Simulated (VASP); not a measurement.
# BP (F-43m) in VASP: single point with HSE06

Aim: the single point of BP with HSE06.

Program: VASP 6.6.1. These are calculated values, not measurements. Logs are shortened: lines on timing, memory, paths and dates and some standing lists are left out, and cuts for length are marked.

## Step 1: The cell of the first run

It takes space group F-43m (No. 216, cubic). The conventional cell has a = 4.537 Å, b = 4.537 Å, c = 4.537 Å, α = 90.00°, β = 90.00°, γ = 90.00°. Within 2.6 Å of B (site symmetry -43m) lie 4 P at 1.96 Å. Within 2.6 Å of P (site symmetry -43m) lie 4 B at 1.96 Å.

## Step 2: Single point, HSE06

File POSCAR:

```
BP
1.0
    0.0000000000      2.2683156840      2.2683156840
    2.2683156840      0.0000000000      2.2683156840
    2.2683156840      2.2683156840      0.0000000000
B P
1 1
Direct
    0.0000000000      0.0000000000      0.0000000000
    0.2500000000      0.2500000000      0.2500000000
```

File INCAR.step1:

```
SYSTEM = BP
PREC = Accurate
ENCUT = 520
EDIFF = 1E-5
ISMEAR = 0
SIGMA = 0.01
LREAL = .False.
LASPH = .True.
NELM = 80
ALGO = Normal
ISIF = 2
LWAVE = .True.
LCHARG = .False.
GGA = PE
NBANDS = 11
```

File INCAR.step2:

```
SYSTEM = BP
PREC = Accurate
ENCUT = 520
EDIFF = 1E-7
ISMEAR = 0
SIGMA = 0.01
LREAL = .False.
LASPH = .True.
NELM = 80
ALGO = Normal
ISIF = 2
LWAVE = .False.
LCHARG = .False.
GGA = PE
LHFCALC = .True.
HFSCREEN = 0.2079
PRECFOCK = Normal
ISTART = 1
NBANDS = 11
```

File KPOINTS:

```
regular mesh
0
Gamma
  4 4 4
  0 0 0
```

Potentials or basis: VASP PAW PBE potentials, release 64 (B, P).

Command:

```
$ cat potpaw_PBE.64/B/POTCAR potpaw_PBE.64/P/POTCAR > POTCAR
$ cp INCAR.step1 INCAR
$ mpirun -np 1 vasp_std > vasp.out
$ cp INCAR.step2 INCAR
$ mpirun -np 1 vasp_std > vasp.out
```

OUTCAR:

```text
SYSTEM = BP
   PREC = Accurate
   ENCUT = 520
   EDIFF = 1E-7
   ISMEAR = 0
   LREAL = .False.
   LASPH = .True.
   NELM = 80
   ISIF = 2
   GGA = PE
   LHFCALC = .True.
   HFSCREEN = 0.2079
   PRECFOCK = Normal
   ISTART = 1

 ion  position               nearest neighbor table
   1  0.000  0.000  0.000-   2 1.96   2 1.96   2 1.96   2 1.96
   2  0.250  0.250  0.250-   1 1.96   1 1.96   1 1.96   1 1.96

  LATTYP: Found a face centered cubic cell.
 ALAT       =     4.5366313680

  Lattice vectors:

 A1 = (   0.0000000000,   2.2683156840,   2.2683156840)
 A2 = (   2.2683156840,   0.0000000000,   2.2683156840)
 A3 = (   2.2683156840,   2.2683156840,   0.0000000000)

Analysis of symmetry for initial positions (statically):
=====================================================================
 Subroutine PRICEL returns:
 Original cell was already a primitive cell.

 Routine SETGRP: Setting up the symmetry group for a
 face centered cubic supercell.

 Subroutine GETGRP returns: Found 24 space group operations
 (whereof 24 operations were pure point group operations)
 out of a pool of 48 trial point group operations.

The static configuration has the point symmetry T_d .

Analysis of symmetry for dynamics (positions and initial velocities):
=====================================================================
 Subroutine PRICEL returns:
 Original cell was already a primitive cell.

 Routine SETGRP: Setting up the symmetry group for a
 face centered cubic supercell.

 Subroutine GETGRP returns: Found 24 space group operations
 (whereof 24 operations were pure point group operations)
 out of a pool of 48 trial point group operations.

The dynamic configuration has the point symmetry T_d .

 Subroutine INISYM returns: Found 24 space group operations
 (whereof 24 operations are pure point group operations),
 and found     1 'primitive' translations

----------------------------------------------------------------------------------------

                                     Primitive cell

  volume of cell :      23.3421

  direct lattice vectors                    reciprocal lattice vectors
     0.000000000  2.268315684  2.268315684    -0.220427872  0.220427872  0.220427872
     2.268315684  0.000000000  2.268315684     0.220427872 -0.220427872  0.220427872
     2.268315684  2.268315684  0.000000000     0.220427872  0.220427872 -0.220427872

  length of vectors
     3.207882804  3.207882804  3.207882804     0.381792274  0.381792274  0.381792274

  position of ions in fractional coordinates (direct lattice)
     0.000000000  0.000000000  0.000000000
     0.250000000  0.250000000  0.250000000

  ion indices of the primitive-cell ions
   primitive index   ion index
                 1           1
                 2           2

----------------------------------------------------------------------------------------

 KPOINTS: regular mesh

Automatic generation of k-mesh.
 Grid dimensions read from file:
 generate k-points for:    4    4    4

 Generating k-lattice:

  Cartesian coordinates                     Fractional coordinates (reciprocal lattice)
    -0.055106968  0.055106968  0.055106968     0.250000000  0.000000000  0.000000000
     0.055106968 -0.055106968  0.055106968     0.000000000  0.250000000  0.000000000
     0.055106968  0.055106968 -0.055106968     0.000000000  0.000000000  0.250000000

  Length of vectors
     0.095448069  0.095448069  0.095448069

  Shift w.r.t. Gamma in fractional coordinates (k-lattice)
     0.000000000  0.000000000  0.000000000

 Subroutine IBZKPT returns following result:
 ===========================================

 Found      8 irreducible k-points:

 Following reciprocal coordinates:
            Coordinates               Weight
  0.000000  0.000000  0.000000      1.000000
  0.250000  0.000000  0.000000      8.000000
  0.500000  0.000000  0.000000      4.000000
  0.250000  0.250000  0.000000      6.000000
  0.500000  0.250000  0.000000     24.000000
 -0.250000  0.250000  0.000000     12.000000
  0.500000  0.500000  0.000000      3.000000
 -0.250000  0.500000  0.250000      6.000000
   k-points           NKPTS =      8   k-points in BZ     NKDIM =     64   number of bands    NBANDS=     11
   number of dos      NEDOS =    301   number of ions     NIONS =      2
   total plane-waves  NPLWV =  13824
   dimension x,y,z NGX =    24 NGY =   24 NGZ =   24
   dimension x,y,z NGXF=    48 NGYF=   48 NGZF=   48
   ions per type =               1   1
   NGX,Y,Z   is equivalent  to a cutoff of  12.44, 12.44, 12.44 a.u.
   NGXF,Y,Z  is equivalent  to a cutoff of  24.88, 24.88, 24.88 a.u.
 SYSTEM =  BP
   PREC   = accura    normal or accurate (medium, high low for compatibility)
   ISTART =      1    job   : 0-new  1-cont  2-samecut
   ICHARG =      0    charge: 1-file 2-atom 10-const
   ISPIN  =      1    spin polarized calculation?
   LNONCOLLINEAR =      F non collinear calculations
   LSORBIT =      F    spin-orbit coupling
   LASPH  =      T    aspherical Exc in radial PAW
   ENCUT  =  520.0 eV  38.22 Ry    6.18 a.u.   5.96  5.96  5.96*2*pi/ulx,y,z
   NELM   =     80;   NELMIN=  2; NELMDL=  0     # of ELM steps
   EDIFF  = 0.1E-06   stopping-criterion for ELM
   LREAL  =      F    real-space projection
   EDIFFG = 0.1E-05   stopping-criterion for IOM
   NSW    =      0    number of steps for IOM
   IBRION =     -1    ionic relax: 0-MD 1-quasi-New 2-CG
   NFREE  =      0    steps in history (QN), initial steepest desc. (CG)
   ISIF   =      2    stress and relaxation
   ISYM   =      3    0-nonsym 1-usesym 2-fastsym
   POTIM  = 0.5000    time-step for ionic-motion
   TEBEG  =    0.0;   TEEND  =   0.0 temperature during run
   PSTRESS=    0.0 pullay stress
   NELECT =       8.0000    total number of electrons
   NUPDOWN=      -1.0000    fix difference up-down
   EMIN   =  10.00;   EMAX   =-10.00  energy-range for DOS
   EFERMI =   0.00;   METHOD = LEGACY
   ISMEAR =     0;   SIGMA  =   0.01  broadening in eV -4-tet -1-fermi 0-gaus
   EFERMI_NEDOS =   21; number of points for ismear=-14 and -15
   IALGO  =     38    algorithm
   IMIX   =      1    mixing-type and parameters
     AMIX     =   0.40;   BMIX     =  1.00
     AMIX_MAG =   1.60;   BMIX_MAG =  1.00
  volume/ion in A,a.u.               =      11.67        78.76
  Fermi-wavevector in a.u.,A,eV,Ry     =   1.145666  2.164995 17.858333  1.312550
  Thomas-Fermi vector in A             =   2.282353
   LORBIT       =      0    0 simple, 1 ext, 2 COOP (PROOUT), +10 PAW based schemes
   GGA     = PE    functional components
   LHFCALC =     T    Hartree Fock is set to
   PRECFOCK=normal    Normal, Fast or Accurate (Low or Medium for compatibility)
   ENCUT4O =  -1.0   cutoff for four orbital integrals eV
   NKREDX  =     1    reduce k-point grid by
   NKREDY  =     1    reduce k-point grid by
   NKREDZ  =     1    reduce k-point grid by
   AEXX    =    0.2500 exact exchange contribution
   HFSCREEN=    0.2079 screening length (either q_TF or 0.3 A-1)
   HFSCREENC=   0.2079 screening length for correlation (either q_TF or 0.3 A-1)
   ENCUTFOCK=  -1.0 apply spherical cutoff to Coloumb kernel
   IVDW    =     0    specifies the selected vdW correction
   LEPSILON=     F    determine dielectric tensor
   LRPA    =     F    only Hartree local field effects (RPA)
 non-spin polarized calculation
 Gauss-broadening in eV      SIGMA  =   0.01
  energy-cutoff  :      520.00
  volume of cell :       23.34
 maximum number of plane-waves:       636
  NGX = 18; NGY = 18; NGZ = 18

 number of electron       8.0000000 magnetization

 Free energy of the ion-electron system (eV)
  ---------------------------------------------------
  ext. energy  EPLUGINS =         0.00000000
  ---------------------------------------------------
  free energy    TOTEN  =       -14.67831570 eV

  energy without entropy =      -14.67831570  energy(sigma->0) =      -14.67831570

 E-fermi :   7.1038     XC(G=0):  -8.9970

 val. band max:        7.0192106046   @ k =   0.0000   0.0000   0.0000
 cond. band min:       9.1135986601   @ k =   0.5000   0.5000   0.0000
 fundamental gap:      2.0943880555
 Fermi energy:         7.1038033757

 k-point     1 :       0.0000    0.0000    0.0000
  band No.  band energies     occupation
      1     -10.0560      2.00000
      2       7.0192      2.00000
      3       7.0192      2.00000
      4       7.0192      2.00000
      5      11.3874      0.00000
      6      11.3874      0.00000
      7      11.3874      0.00000
      8      15.7738      0.00000
      9      19.6538      0.00000
     10      20.4862      0.00000
     11      20.4862      0.00000

 k-point     2 :       0.2500    0.0000    0.0000
  band No.  band energies     occupation
      1      -8.8400      2.00000
      2       1.7208      2.00000
      3       5.8153      2.00000
      4       5.8153      2.00000
      5      12.0285      0.00000
      6      12.8460      0.00000
      7      12.8460      0.00000
      8      18.0625      0.00000
      9      19.2335      0.00000
     10      19.2335      0.00000
     11      21.3087      0.00000

 k-point     3 :       0.5000    0.0000    0.0000
  band No.  band energies     occupation
      1      -6.3887      2.00000
      2      -2.9551      2.00000
      3       5.0901      2.00000
      4       5.0901      2.00000
      5      11.8096      0.00000
      6      12.7640      0.00000
      7      12.7640      0.00000
      8      18.4076      0.00000
      9      23.2394      0.00000
     10      23.2394      0.00000
     11      23.3398      0.00000

 k-point     4 :       0.2500    0.2500    0.0000
  band No.  band energies     occupation
      1      -8.4252      2.00000
      2       2.9625      2.00000
      3       4.0461      2.00000
      4       4.0461      2.00000
      5       9.6525      0.00000
      6      12.9531      0.00000
      7      16.0599      0.00000
      8      16.0599      0.00000
      9      20.6983      0.00000
     10      22.1828      0.00000
     11      23.8396      0.00000

 k-point     5 :       0.5000    0.2500    0.0000
  band No.  band energies     occupation
      1      -5.9444      2.00000
      2      -1.4900      2.00000
      3       1.8165      2.00000
      4       3.5278      2.00000
      5      10.4046      0.00000
      6      14.5426      0.00000
      7      16.4879      0.00000
      8      16.7237      0.00000
      9      21.8016      0.00000
     10      23.3905      0.00000
     11      26.0609      0.00000

 k-point     6 :      -0.2500    0.2500    0.0000
  band No.  band energies     occupation
      1      -6.9426      2.00000
      2      -0.1214      2.00000
      3       1.3186      2.00000
      4       4.9119      2.00000
      5      11.8442      0.00000
      6      14.6385      0.00000
      7      15.7079      0.00000
      8      17.1707      0.00000
      9      18.1634      0.00000
     10      21.2334      0.00000
     11      26.2189      0.00000

 k-point     7 :       0.5000    0.5000    0.0000
  band No.  band energies     occupation
      1      -4.6588      2.00000
      2      -2.5268      2.00000
      3       2.4978      2.00000
      4       2.4978      2.00000
      5       9.1136      0.00000
      6       9.4633      0.00000
      7      20.8834      0.00000
      8      20.8834      0.00000
      9      24.0290      0.00000
     10      25.4614      0.00000
     11      26.6167      0.00000

 k-point     8 :      -0.2500    0.5000    0.2500
  band No.  band energies     occupation
      1      -4.3583      2.00000
      2      -1.9641      2.00000
      3       0.8498      2.00000
      4       1.0709      2.00000
      5      13.3754      0.00000
      6      14.8066      0.00000
      7      15.5822      0.00000
      8      15.7743      0.00000
      9      21.5381      0.00000
     10      24.9745      0.00000
     11      25.1330      0.00000

------------------------ aborting loop because EDIFF is reached ----------------------------------------

  FORCE on cell =-STRESS in cart. coord.  units (eV):
  Direction    XX          YY          ZZ          XY          YZ          ZX
  --------------------------------------------------------------------------------------
  -------------------------------------------------------------------------------------
  Total       -0.1370542     -0.1370542     -0.1370542      0.0000000      0.0000000      0.0000000
  in kB       -9.4072454     -9.4072454     -9.4072454      0.0000000      0.0000000      0.0000000
  external PRESSURE =      -9.4072454 kB  Pullay stress =       0.0000000 kB

 VOLUME and BASIS-vectors are now :
 -----------------------------------------------------------------------------
  energy-cutoff  :      520.00
  volume of cell :       23.34
      direct lattice vectors                 reciprocal lattice vectors
     0.000000000  2.268315684  2.268315684    -0.220427872  0.220427872  0.220427872
     2.268315684  0.000000000  2.268315684     0.220427872 -0.220427872  0.220427872
     2.268315684  2.268315684  0.000000000     0.220427872  0.220427872 -0.220427872

 POSITION                                       TOTAL-FORCE (eV/Angst)
 -----------------------------------------------------------------------------------
      0.00000      0.00000      0.00000         0.000000      0.000000      0.000000
      1.13416      1.13416      1.13416        -0.000000     -0.000000     -0.000000
 -----------------------------------------------------------------------------------
    total drift:                               -0.000000      0.000000      0.000000

  FREE ENERGIE OF THE ION-ELECTRON SYSTEM (eV)
  ---------------------------------------------------
  free  energy   TOTEN  =       -14.6783156999 eV

  energy  without entropy=      -14.6783156999  energy(sigma->0) =      -14.67831570
```

Run time: 82 s. Hardware: 1 thread of Intel Xeon Platinum 8488C (Sapphire Rapids), shared host; peak memory 0.23 GiB.

What came out:

```
Free energy            : -14.6783 eV
Pressure               : -0.9 GPa
Band gap on the k mesh : 2.09 eV, indirect (least direct gap 4.37 eV)
```

Caveat: the k points lie up to 0.60 Å⁻¹ apart; the PAW data sets were made with another functional, which shifts forces and pressure a little. A k mesh can miss the band edges.
